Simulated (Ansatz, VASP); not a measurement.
One calculation of Ti3Al, two programs

File INCAR:

```
PREC = Accurate ; ENCUT = 520
EDIFF = 1E-7 ; ISMEAR = 0
SIGMA = 0.1 ; LREAL = F
LASPH = T ; NELM = 80
ALGO = Normal ; ISIF = 2
LWAVE = F ; LCHARG = T
GGA = PE ; LELF = T
LVHAR = T ; NBANDS = 28
```

File KPOINTS:

```
Automatic mesh
0
Gamma
  4 4 4
```

POSCAR

```
Ti3Al
1.0
    3.8812112600      0.0000000000      0.0000000000
    0.0000000000      3.8812112600      0.0000000000
    0.0000000000      0.0000000000      3.8812112600
Ti Al
3 1
Direct
    0.0000000000      0.5000000000      0.5000000000
    0.5000000000      0.0000000000      0.5000000000
    0.5000000000      0.5000000000      0.0000000000
    0.0000000000      0.0000000000      0.0000000000
```

Input for Ansatz:

```yaml
crystal:
  lattice:
    - [3.88121126, 0.0, 0.0]
    - [0.0, 3.88121126, 0.0]
    - [0.0, 0.0, 3.88121126]
  atoms:
    - { symbol: Ti, position: [0.0, 0.5, 0.5] }
    - { symbol: Ti, position: [0.5, 0.0, 0.5] }
    - { symbol: Ti, position: [0.5, 0.5, 0.0] }
    - { symbol: Al, position: [0.0, 0.0, 0.0] }
basis:
  ecutwfc: 420
kpoints:
  mp_grid: { grid: [4, 4, 4] }
hamiltonian:
  xc: pbe
scf:
  occupations: { method: gaussian, width: 0.1 }
  lower_state_search: "off"
output:
  forces: true
  stress: true
  eigenvalues: true
```

Alike in both runs: task single point; functional PBE; k mesh 4 × 4 × 4; occupations gaussian, width 0.1 eV; no spin polarisation.

```csv
,VASP,Ansatz
version,VASP 6.6.1,Ansatz 0.2.0
potentials or method,"VASP PAW PBE potentials, release 64 (Ti_sv, Al), cutoff 520 eV","scalar-relativistic, plane waves, PAW"
valence electrons in the cell,39,39
```

Ansatz gave:

- gap on the k mesh at the Fermi level (eV): none
- pressure (GPa): 18.3

Task: Estimate VASP's values.

Result: gap on the k mesh at the Fermi level (eV): none; pressure (GPa): 18.1.

A gap of «none» marks a metal or a gap that the smearing closes.

The k mesh is coarse, so the values compare programs but aren't converged.
